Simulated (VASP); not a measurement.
# TaN: electric field gradients with PBE

The system is TaN.

```
Ta N
1.0
     0.00000    2.19343    2.19343
     2.19343    0.00000    2.19343
     2.19343    2.19343    0.00000
Ta N
1 1
Cartesian
  2.1934 2.1934 2.1934
  0.0000 0.0000 0.0000
```

This cell differs from its parent crystal: volume scaled by 1.02.

```
Program                : VASP 6.6.1
Task                   : electric field gradients
Functional             : PBE
Potentials or basis    : VASP PAW PBE potentials, release 64 (Ta_pv, N)
Cutoff                 : 520 eV
k mesh                 : 9 × 9 × 9
Occupations            : fermi-dirac, width 0.02 eV
Spin                   : no spin polarisation
Dipole correction      : no
Further INCAR settings : ALGO = Normal; EDIFF = 1e-08; NBANDS = 15
```

```yaml
Pressure: 7.9 GPa
Band_gap_on_the_k_mesh: zero (band 8 reaches 11.20 eV, above the bottom of band 9 at 7.50 eV)
```

Levels at points of the mesh, in eV from the Fermi level:
| k point | band 5 | band 6 | band 7 | band 8 | band 9 | band 10 | band 11 | band 12 |
| --- | --- | --- | --- | --- | --- | --- | --- | --- |
| (0.00, 0.00, 0.00) | -3.75 | -3.75 | -3.75 | -2.03 | -2.03 | -2.03 | 0.16 | 0.16 |

Wall time 9.8 s on 1 thread of Intel(R) Xeon(R) Platinum 8259CL CPU @ 2.50GHz (Skylake/Cascade Lake), with other jobs on the host, peak memory 0.14 GiB.

Caveat: without QUAD_EFG the Cq values of the log hold for a quadrupole moment of 1 mb, not for the nuclei; spin-orbit coupling is left out, which moves the levels of the heavy elements.
